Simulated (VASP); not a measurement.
# MgB2 (P6/mmm) in VASP: further runs

MgB2 is run at these levels: PBE; tasks: density of states, electric field gradients.

Program: VASP 6.6.1. These are calculated values, not measurements. Logs are shortened: lines on timing, memory, paths and dates and some standing lists are left out, and cuts for length are marked.

### 1 The cell of the first run

It takes space group P6/mmm (No. 191, hexagonal). The conventional cell has a = 3.073 Å, b = 3.073 Å, c = 3.532 Å, α = 90.00°, β = 90.00°, γ = 120.00°. Within 3.3 Å of Mg (site symmetry 6/mmm) lie 12 B at 2.50 Å and 6 Mg at 3.07 Å. B (site symmetry -6m2) has 3 B at 1.77 Å within 2.4 Å.

### 2 Density of states, PBE

The input, POSCAR:

```
MgB2
1.0
    3.0728984929      0.0000000000      0.0000000000
   -1.5364492465      2.6612081581      0.0000000000
    0.0000000000      0.0000000000      3.5320018760
Mg B
1 2
Direct
    0.0000000000      0.0000000000      0.0000000000
    0.3333333333      0.6666666667      0.5000000000
    0.6666666667      0.3333333333      0.5000000000
```

The input, INCAR.step1:

```
ALGO = Normal ; EDIFF = 1E-6
ENCUT = 520 ; GGA = PE
ISIF = 2 ; ISMEAR = 0
LASPH = True ; LCHARG = True
LREAL = False ; LWAVE = False
NBANDS = 11 ; NELM = 60
PREC = Accurate ; SIGMA = 0.1
```

The input, KPOINTS.step1:

```
k-points
0
Gamma
  15 15 12
```

The input, INCAR.step2:

```
ALGO = Normal ; EDIFF = 1E-6
ENCUT = 520 ; GGA = PE
ICHARG = 11 ; ISIF = 2
ISMEAR = -5 ; LASPH = True
LCHARG = False ; LORBIT = 11
LREAL = False ; LWAVE = False
NEDOS = 1001 ; NELM = 60
PREC = Accurate ; SIGMA = 0.1
```

The input, KPOINTS.step2:

```
k-points
0
Gamma
  23 23 18
```

Potentials or basis: VASP PAW PBE potentials, release 64 (Mg, B).

Command:

```sh
cat potpaw_PBE.64/Mg/POTCAR potpaw_PBE.64/B/POTCAR > POTCAR
cp INCAR.step1 INCAR
cp KPOINTS.step1 KPOINTS
mpirun -np 1 vasp_std > vasp.out
cp INCAR.step2 INCAR
cp KPOINTS.step2 KPOINTS
mpirun -np 1 vasp_std > vasp.out
```

OUTCAR:

```text
EDIFF = 1E-6
   ENCUT = 520
   GGA = PE
   ICHARG = 11
   ISIF = 2
   ISMEAR = -5
   LASPH = True
   LORBIT = 11
   LREAL = False
   NELM = 60
   PREC = Accurate

 ion  position               nearest neighbor table
   1  0.000  0.000  0.000-   2 2.50   3 2.50   2 2.50   3 2.50   3 2.50   3 2.50   2 2.50   2 2.50
                             3 2.50   3 2.50   2 2.50   2 2.50
   2  0.333  0.667  0.500-   3 1.77   3 1.77   3 1.77   1 2.50   1 2.50   1 2.50   1 2.50   1 2.50
                             1 2.50
   3  0.667  0.333  0.500-   2 1.77   2 1.77   2 1.77   1 2.50   1 2.50   1 2.50   1 2.50   1 2.50
                             1 2.50

  LATTYP: Found a hexagonal cell.
 ALAT       =     3.0728984929
 C/A-ratio  =     1.1494040184

  Lattice vectors:

 A1 = (   3.0728984929,   0.0000000000,   0.0000000000)
 A2 = (  -1.5364492465,   2.6612081581,   0.0000000000)
 A3 = (   0.0000000000,   0.0000000000,   3.5320018760)

Analysis of symmetry for initial positions (statically):
=====================================================================
 Subroutine PRICEL returns:
 Original cell was already a primitive cell.

 Routine SETGRP: Setting up the symmetry group for a
 hexagonal supercell.

 Subroutine GETGRP returns: Found 24 space group operations
 (whereof 24 operations were pure point group operations)
 out of a pool of 24 trial point group operations.

The static configuration has the point symmetry D_6h.

Analysis of symmetry for dynamics (positions and initial velocities):
=====================================================================
 Subroutine PRICEL returns:
 Original cell was already a primitive cell.

 Routine SETGRP: Setting up the symmetry group for a
 hexagonal supercell.

 Subroutine GETGRP returns: Found 24 space group operations
 (whereof 24 operations were pure point group operations)
 out of a pool of 24 trial point group operations.

The dynamic configuration has the point symmetry D_6h.

 Subroutine INISYM returns: Found 24 space group operations
 (whereof 24 operations are pure point group operations),
 and found     1 'primitive' translations

----------------------------------------------------------------------------------------

                                     Primitive cell

  volume of cell :      28.8834

  direct lattice vectors                    reciprocal lattice vectors
     3.072898493  0.000000000  0.000000000     0.325425653  0.187884589  0.000000000
    -1.536449246  2.661208158  0.000000000     0.000000000  0.375769177  0.000000000
     0.000000000  0.000000000  3.532001876     0.000000000  0.000000000  0.283125557

  length of vectors
     3.072898493  3.072898493  3.532001876     0.375769177  0.375769177  0.283125557

  position of ions in fractional coordinates (direct lattice)
     0.000000000  0.000000000  0.000000000
     0.333333333  0.666666667  0.500000000
     0.666666667  0.333333333  0.500000000

  ion indices of the primitive-cell ions
   primitive index   ion index
                 1           1
                 2           2
                 3           3

----------------------------------------------------------------------------------------

 KPOINTS: k-points

Automatic generation of k-mesh.
 Grid dimensions read from file:
 generate k-points for:   23   23   18

 Generating k-lattice:

  Cartesian coordinates                     Fractional coordinates (reciprocal lattice)
     0.014148941  0.008168895  0.000000000     0.043478261  0.000000000  0.000000000
     0.000000000  0.016337790  0.000000000     0.000000000  0.043478261  0.000000000
     0.000000000  0.000000000  0.015729198     0.000000000  0.000000000  0.055555556

  Length of vectors
     0.016337790  0.016337790  0.015729198

  Shift w.r.t. Gamma in fractional coordinates (k-lattice)
     0.000000000  0.000000000  0.000000000

 TETIRR: Found   9729 inequivalent tetrahedra from    57132

 Subroutine IBZKPT returns following result:
 ===========================================

 Found    560 irreducible k-points:

 Following reciprocal coordinates:
            Coordinates               Weight
  0.000000  0.000000  0.000000      1.000000
  0.043478 -0.000000  0.000000      6.000000
  0.086957 -0.000000  0.000000      6.000000
  0.130435 -0.000000  0.000000      6.000000
  0.173913 -0.000000  0.000000      6.000000
  0.217391 -0.000000  0.000000      6.000000
[... 16 lines left out ...]
  0.478261  0.043478  0.000000      6.000000
  0.086957  0.086957  0.000000      6.000000
 [... further k-points ...]
   k-points           NKPTS =    560   k-points in BZ     NKDIM =    560   number of bands    NBANDS=      8
   number of dos      NEDOS =   1001   number of ions     NIONS =      3
   total plane-waves  NPLWV =  16128
   dimension x,y,z NGX =    24 NGY =   24 NGZ =   28
   dimension x,y,z NGXF=    48 NGYF=   48 NGZF=   56
   ions per type =               1   2
   NGX,Y,Z   is equivalent  to a cutoff of  12.98, 12.98, 13.18 a.u.
   NGXF,Y,Z  is equivalent  to a cutoff of  25.97, 25.97, 26.36 a.u.
 SYSTEM =  unknown system
   PREC   = accura    normal or accurate (medium, high low for compatibility)
   ISTART =      0    job   : 0-new  1-cont  2-samecut
   ICHARG =     11    charge: 1-file 2-atom 10-const
   ISPIN  =      1    spin polarized calculation?
   LNONCOLLINEAR =      F non collinear calculations
   LSORBIT =      F    spin-orbit coupling
   LASPH  =      T    aspherical Exc in radial PAW
   ENCUT  =  520.0 eV  38.22 Ry    6.18 a.u.   5.71  5.71  6.57*2*pi/ulx,y,z
   NELM   =     60;   NELMIN=  2; NELMDL=  0     # of ELM steps
   EDIFF  = 0.1E-05   stopping-criterion for ELM
   LREAL  =      F    real-space projection
   EDIFFG = 0.1E-04   stopping-criterion for IOM
   NSW    =      0    number of steps for IOM
   IBRION =     -1    ionic relax: 0-MD 1-quasi-New 2-CG
   NFREE  =      0    steps in history (QN), initial steepest desc. (CG)
   ISIF   =      2    stress and relaxation
   ISYM   =      2    0-nonsym 1-usesym 2-fastsym
   POTIM  = 0.5000    time-step for ionic-motion
   TEBEG  =    0.0;   TEEND  =   0.0 temperature during run
   PSTRESS=    0.0 pullay stress
   NELECT =       8.0000    total number of electrons
   NUPDOWN=      -1.0000    fix difference up-down
   EMIN   =  10.00;   EMAX   =-10.00  energy-range for DOS
   EFERMI =   0.00;   METHOD = LEGACY
   ISMEAR =    -5;   SIGMA  =   0.10  broadening in eV -4-tet -1-fermi 0-gaus
   EFERMI_NEDOS =   21; number of points for ismear=-14 and -15
   IALGO  =     38    algorithm
   IMIX   =      4    mixing-type and parameters
     AMIX     =   0.40;   BMIX     =  1.00
     AMIX_MAG =   1.60;   BMIX_MAG =  1.00
  volume/ion in A,a.u.               =       9.63        64.97
  Fermi-wavevector in a.u.,A,eV,Ry     =   1.067142  2.016606 15.494203  1.138792
  Thomas-Fermi vector in A             =   2.202749
   LORBIT       =     11    0 simple, 1 ext, 2 COOP (PROOUT), +10 PAW based schemes
   GGA     = PE    functional components
   LHFCALC =     F    Hartree Fock is set to
   AEXX    =    0.0000 exact exchange contribution
   IVDW    =     0    specifies the selected vdW correction
   LEPSILON=     F    determine dielectric tensor
   LRPA    =     F    only Hartree local field effects (RPA)
 non-spin polarized calculation
 Fermi weights with tetrahedron method with Bloechl corrections
  energy-cutoff  :      520.00
  volume of cell :       28.88
 maximum number of plane-waves:       796
 NGX is ok and might be reduce to    24

 number of electron       8.0000000 magnetization

 Free energy of the ion-electron system (eV)
  ---------------------------------------------------
  ext. energy  EPLUGINS =         0.00000000
  ---------------------------------------------------
  free energy    TOTEN  =       -15.32331932 eV

  energy without entropy =      -15.32331932  energy(sigma->0) =      -15.32331932

 E-fermi :   5.2710     XC(G=0): -10.9295

 val. band max:        5.2961822378   @ k =   0.0435   0.0435   0.1667
 cond. band min:       5.2546952732   @ k =   0.3913   0.2174   0.2778
 fundamental gap:     -0.0414869645
 Fermi energy:         5.2710379975

 k-point     1 :       0.0000    0.0000    0.0000
  band No.  band energies     occupation
      1      -7.1501      2.00000
      2       2.2904      2.00000
      3       5.6940      0.00000
      4       5.6940      0.00000
      5       6.8648      0.00000
      6      11.6880      0.00000
      7      11.6880      0.00000
      8      13.5386      0.00000

 k-point     2 :       0.0435   -0.0000    0.0000
  band No.  band energies     occupation
      1      -7.1171      2.00000
      2       2.3228      2.00000
      3       5.5174     -0.03892
      4       5.6106      0.00000
      5       6.8940      0.00000
      6      11.6730      0.00000
      7      11.8384      0.00000
      8      13.6074      0.00000

 k-point     3 :       0.0870   -0.0000    0.0000
  band No.  band energies     occupation
      1      -7.0180      2.00000
      2       2.4198      2.00000
      3       5.0307      2.03785
      4       5.3850      0.28996
      5       6.9847      0.00000
      6      11.5903      0.00000
      7      12.2644      0.00000
      8      13.8231      0.00000
[... 210 lines left out ...]
 k-point    23 :       0.4783    0.0435    0.0000
  band No.  band energies     occupation
      1      -3.2164      2.00000
      2      -2.5166      2.00000
      3       2.9828      2.00000
      4       5.5015     -0.17351
      5       8.3431      0.00000
      6       9.4053      0.00000
      7      10.5824      0.00000
      8      12.4195      0.00000

 k-point    24 :       0.0870    0.0870    0.0000
  band No.  band energies     occupation
      1      -6.7546      2.00000
      2       2.6770      2.00000
      3       4.0879      2.00000
      4       4.7245      2.00000
      5       7.2462      0.00000
      6      11.7405      0.00000
      7      12.6004      0.00000
      8      13.9969      0.00000

 [... further k-points ...]
[... 5 lines left out ...]
  --------------------------------------------------------------------------------------
  -------------------------------------------------------------------------------------
  Total        0.0076455      0.0076455     -0.1163365     -0.0000000     -0.0000000      0.0000000
  in kB        0.4241022      0.4241022     -6.4532530     -0.0000000     -0.0000000      0.0000000
  external PRESSURE =      -1.8683495 kB  Pullay stress =       0.0000000 kB

 VOLUME and BASIS-vectors are now :
 -----------------------------------------------------------------------------
  energy-cutoff  :      520.00
  volume of cell :       28.88
      direct lattice vectors                 reciprocal lattice vectors
     3.072898493  0.000000000  0.000000000     0.325425653  0.187884589  0.000000000
    -1.536449246  2.661208158  0.000000000     0.000000000  0.375769177  0.000000000
     0.000000000  0.000000000  3.532001876     0.000000000  0.000000000  0.283125557

 POSITION                                       TOTAL-FORCE (eV/Angst)
 -----------------------------------------------------------------------------------
      0.00000      0.00000      0.00000         0.000000      0.000000      0.000000
     -0.00000      1.77414      1.76600        -0.000000      0.000000      0.000000
      1.53645      0.88707      1.76600         0.000000     -0.000000      0.000000
 -----------------------------------------------------------------------------------
    total drift:                                0.000000     -0.000000      0.000000

  FREE ENERGIE OF THE ION-ELECTRON SYSTEM (eV)
  ---------------------------------------------------
  free  energy   TOTEN  =       -15.3233193237 eV

  energy  without entropy=      -15.3233193237  energy(sigma->0) =      -15.32331932

 total charge

# of ion       s       p       d       tot
------------------------------------------
    1        0.158   0.176   0.057   0.391
    2        0.689   1.237   0.000   1.926
    3        0.689   1.237   0.000   1.926
--------------------------------------------------
tot          1.536   2.651   0.057   4.243
```

Run time: 36 s. Hardware: 1 thread of Intel Xeon 6975P-C (Granite Rapids), shared host; peak memory 0.27 GiB.

What came out:

- Valence electrons inside the program's atomic spheres: Mg 0.39; B 1.93

Levels at points of the mesh, in eV from the Fermi level:
```csv
k point,band 1,band 2,band 3,band 4,band 5,band 6,band 7,band 8
"(0.00, 0.00, 0.00)",-12.42,-2.98,0.42,0.42,1.59,6.42,6.42,8.27
"(0.00, 0.00, 0.50)",-11.16,-7.43,0.79,0.79,6.73,6.73,8.08,9.87
```

Caveat: tetrahedron occupations give inexact forces and stress in metals.

[end of part 1 of 2]
